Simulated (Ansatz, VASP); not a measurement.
# Two plane-wave programs on Zr3GeTe4

```xyz
8
Lattice="3.8324 0.0000 0.0000 -1.9162 3.3190 0.0000 0.0000 0.0000 15.7591" Properties=species:S:1:pos:R:3 pbc="T T T"
Zr    0.0000    0.0000    7.8795
Zr    0.0000    0.0000    3.9931
Zr    0.0000    0.0000   11.7660
Ge    0.0000    0.0000    0.0000
Te    0.0000    2.2127   13.6743
Te    0.0000    2.2127    5.9446
Te    1.9162    1.1063    2.0848
Te    1.9162    1.1063    9.8145
```

Change from the starting cell: species swapped into the Mn3CrTe4 type (P-3m1, No. 164).

Alike in both runs: task single point; functional PBE; k mesh 6 × 6 × 1; occupations gaussian, width 0.1 eV; collinear spin.

```csv
,VASP,Ansatz
version,VASP 6.6.1,Ansatz 0.2.0
potentials or method,"VASP PAW PBE potentials, release 64 (Zr_sv, Ge_d, Te), cutoff 520 eV","scalar-relativistic, plane waves, PAW"
valence electrons in the cell,74,114
```

```csv
,VASP,Ansatz,Ansatz less VASP
gap on the k mesh at the Fermi level (eV),none,none,-
pressure (GPa),0.2,0.2,-0.01
"traceless stress, the component that is largest in VASP (GPa)",0.20,0.18,-0.015
rms of the force components (eV/Å),0.076,0.075,-0.0010
net moment per atom (μB),0.00,0.00,0.000
```

Atom by atom the forces differ by 0.001 eV/Å (rms over components). A gap of «none» marks a metal or a gap that the smearing closes. With one functional, cell and mesh, what is left measures potentials, basis and numerics. VASP's potentials hold 74 valence electrons a cell and Ansatz's 114, so a difference there can come from the potentials and not from the codes. Ansatz's warnings: seeded moment not kept.

The k mesh is coarse, so the values compare programs but aren't converged. Spin-orbit coupling is off throughout.
